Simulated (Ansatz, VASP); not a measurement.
# Two plane-wave programs on Bi3O

```
CELL_PARAMETERS angstrom
4.97236 0.00000 0.00000
0.00000 4.97236 0.00000
0.00000 0.00000 4.97236
ATOMIC_POSITIONS crystal
Bi 0.00000 0.50000 0.50000
Bi 0.50000 0.00000 0.50000
Bi 0.50000 0.50000 0.00000
O 0.50000 0.50000 0.50000
```

Alike in both runs: functional PBE; k mesh 4 × 4 × 4; occupations gaussian, width 0.1 eV; no spin polarisation.

Ansatz relaxed the structure, and its values are those at the end. VASP's run is a single point on that final structure, the one shown.

|  | VASP | Ansatz |
| --- | --- | --- |
| version | VASP 6.6.1 | Ansatz 0.2.0 |
| potentials or method | VASP PAW PBE potentials, release 64 (Bi_d, O), cutoff 520 eV | scalar-relativistic, plane waves, PAW |
| valence electrons in the cell | 51 | 51 |

```csv
,VASP,Ansatz,Ansatz less VASP
gap on the k mesh at the Fermi level (eV),none,none,-
pressure (GPa),0.0,0.1,+0.04
```

A gap of «none» marks a metal or a gap that the smearing closes.

Spin-orbit coupling is off throughout.
